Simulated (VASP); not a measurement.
Set up this calculation in VASP 6.6.1, as the native input.

- Task: single point
- Functional: PBEsol
- Potentials or basis: VASP PAW PBE potentials, release 64 (Al, N)
- Cutoff: 520 eV
- k mesh: 9 × 9 × 6
- Occupations: gaussian, width 0.05 eV
- Spin: no spin polarisation
- Dipole correction: no
- Further INCAR settings: ALGO = Normal; EDIFF = 1e-06; NBANDS = 16

The structure of AlN lies in POSCAR:

```
AlN
1.0
    3.3807000000      0.0000000000      0.0000000000
   -1.6903500000      2.9277720826      0.0000000000
    0.0000000000      0.0000000000      4.1400037194
Al N
2 2
Direct
    0.3333333333      0.6666666667      0.7500000000
    0.6666666667      0.3333333333      0.2500000000
    0.3333333333      0.6666666667      0.2500000000
    0.6666666667      0.3333333333      0.7500000000
```

One way to write it, as run:

INCAR

```
ALGO = Normal ; EDIFF = 1E-6
ENCUT = 520 ; GGA = PS
ISIF = 2 ; ISMEAR = 0
LASPH = True ; LCHARG = False
LREAL = False ; LWAVE = False
NBANDS = 16 ; NELM = 80
PREC = Accurate ; SIGMA = 0.05
```

KPOINTS

```
k-points
0
Gamma
  9 9 6
```

Potentials or basis: VASP PAW PBE potentials, release 64 (Al, N).

Launch:

```bash
$ cat potpaw_PBE.64/Al/POTCAR potpaw_PBE.64/N/POTCAR > POTCAR
$ mpirun -np 1 vasp_std > vasp.out
```

It gave:

The pressure is -9.7 GPa and the band gap on the k mesh is 3.07 eV, direct.

Caveat: the PAW data sets were made with another functional, which shifts forces and pressure a little.

Wall time 24 s on 1 thread of Intel Xeon 6975P-C, with other jobs on the host, peak memory 0.17 GiB.
